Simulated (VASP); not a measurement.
## Cu: single point with PBE

Cu:

```
Cu
1.0
     0.00000    1.81458    1.81458
     1.81458    0.00000    1.81458
     1.81458    1.81458    0.00000
Cu
1
Direct
  0.00000 0.00000 0.00000
```

```json
{
  "Program": "VASP 6.6.1",
  "Task": "single point",
  "Functional": "PBE",
  "Potentials or basis": "VASP PAW PBE potentials, release 64 (Cu)",
  "Cutoff": "520 eV",
  "k mesh": "15 × 15 × 15",
  "Occupations": "gaussian, width 0.1 eV",
  "Spin": "no spin polarisation"
}
```

```json
{
  "Pressure": "0.4 GPa"
}
```

Levels at points of the mesh, in eV from the Fermi level:
| k point | band 3 | band 4 | band 5 | band 6 | band 7 | band 8 | band 9 | band 10 |
| --- | --- | --- | --- | --- | --- | --- | --- | --- |
| (0.00, 0.00, 0.00) | -3.11 | -3.11 | -2.31 | -2.31 | 22.39 | 24.94 | 24.94 | 24.94 |

Wall time 25 s on 1 thread of Intel Xeon 8259CL, on a shared host, peak memory 0.13 GiB.
